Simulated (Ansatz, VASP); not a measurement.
## Two plane-wave programs on ZrO2

The input INCAR:

```
SYSTEM = ZrO2
PREC = Accurate
ENCUT = 600
EDIFF = 1E-6
ISMEAR = 0
SIGMA = 0.02
LREAL = .False.
LASPH = .True.
NELM = 120
ALGO = Normal
ISIF = 2
LWAVE = .False.
LCHARG = .True.
GGA = PE
IVDW = 12
LELF = .True.
LVHAR = .True.
NBANDS = 19
GGA_COMPAT = .False.
```

File KPOINTS:

```
Automatic mesh
0
Gamma
  8 8 8
  0 0 0
```

POSCAR

```
ZrO2
1.0
    0.0000000000      2.5690632443      2.5690632443
    2.5690632443      0.0000000000      2.5690632443
    2.5690632443      2.5690632443      0.0000000000
Zr O
1 2
Direct
    0.5000000000      0.5000000000      0.5000000000
    0.7500000000      0.7500000000      0.7500000000
    0.2500000000      0.2500000000      0.2500000000
```

Input for Ansatz:

```yaml
crystal:
  lattice:
    - [0.0, 2.5690632443, 2.5690632443]
    - [2.5690632443, 0.0, 2.5690632443]
    - [2.5690632443, 2.5690632443, 0.0]
  atoms:
    - { symbol: Zr, position: [0.5, 0.5, 0.5] }
    - { symbol: O, position: [0.75, 0.75, 0.75] }
    - { symbol: O, position: [0.25, 0.25, 0.25] }
basis:
  ecutwfc: 420
kpoints:
  mp_grid: { grid: [8, 8, 8] }
hamiltonian:
  xc: pbe
  dispersion: d3bj
scf:
  occupations: { method: gaussian, width: 0.02 }
output:
  forces: true
  stress: true
  eigenvalues: true
```

Alike in both runs: task single point; functional PBE; dispersion D3(BJ); k mesh 8 × 8 × 8; occupations gaussian, width 0.02 eV; no spin polarisation.

|  | VASP | Ansatz |
| --- | --- | --- |
| version | VASP 6.6.1 | Ansatz 0.2.0 |
| potentials or method | VASP PAW PBE potentials, release 64 (Zr_sv, O), cutoff 600 eV | scalar-relativistic, plane waves, PAW |
| valence electrons in the cell | 24 | 24 |

|  | VASP | Ansatz | Ansatz less VASP |
| --- | --- | --- | --- |
| gap on the k mesh at the Fermi level (eV) | 3.28 | 3.28 | +0.005 |
| least direct gap on the mesh (eV) | 3.70 | 3.70 | +0.003 |
| pressure (GPa) | -6.8 | -6.8 | -0.07 |
